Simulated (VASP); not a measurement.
Input of a VASP 6.6.1 run:

Contents of INCAR:

```
SYSTEM = SiO2
PREC = Accurate
ENCUT = 600
EDIFF = 1E-6
ISMEAR = 0
SIGMA = 0.02
LREAL = .FALSE.
LASPH = .TRUE.
NELM = 80
ALGO = Normal
ISIF = 3
LWAVE = .FALSE.
LCHARG = .FALSE.
IBRION = 2
NSW = 100
EDIFFG = -0.002
```

File KPOINTS:

```
Automatic mesh
0
G
  6 6 8
  0 0 0
```

Contents of POSCAR:

```
SiO2
1.0
    4.1865000000      0.0000000000      0.0000000000
    0.0000000000      4.1865000000      0.0000000000
    0.0000000000      0.0000000000      2.6684000000
Si O
2 4
Direct
    0.0000000000      0.0000000000      0.0000000000
    0.5000000000      0.5000000000      0.5000000000
    0.3059000000      0.3059000000      0.0000000000
    0.1941000000      0.8059000000      0.5000000000
    0.6941000000      0.6941000000      0.0000000000
    0.8059000000      0.1941000000      0.5000000000
```

Potentials or basis: VASP PAW LDA potentials, release 64 (Si, O).

Launch:

```bash
$ cat potpaw_LDA.64/Si/POTCAR potpaw_LDA.64/O/POTCAR > POTCAR
$ mpirun -np 1 vasp_std > vasp.out
```

What does it give for the relaxed volume?

7.67 Å³/atom.

Estimate the band gap on the k mesh.

5.78 eV.

Predict the relaxed cell.

a = 4.154 Å, b = 4.154 Å, c = 2.666 Å, α = 90.00°, β = 90.00°, γ = 90.00°.

The path:
```tsv
step	energy change (eV)	largest force (eV/Å)	pressure (GPa)	volume (Å³)
1	0.0000	0.0465	-4.76	46.77
2	0.0069	0.2868	6.64	45.22
3	-0.0109	0.0964	0.08	46.08
4	-0.0125	0.0046	0.04	46.00
5	-0.0125	0.0132	0.05	46.00
6	-0.0125	0.0057	-0.03	46.01
7	-0.0125	0.0002	-0.01	46.01
```

A k mesh can miss the band edges. LDA usually gives volumes a few per cent too small.
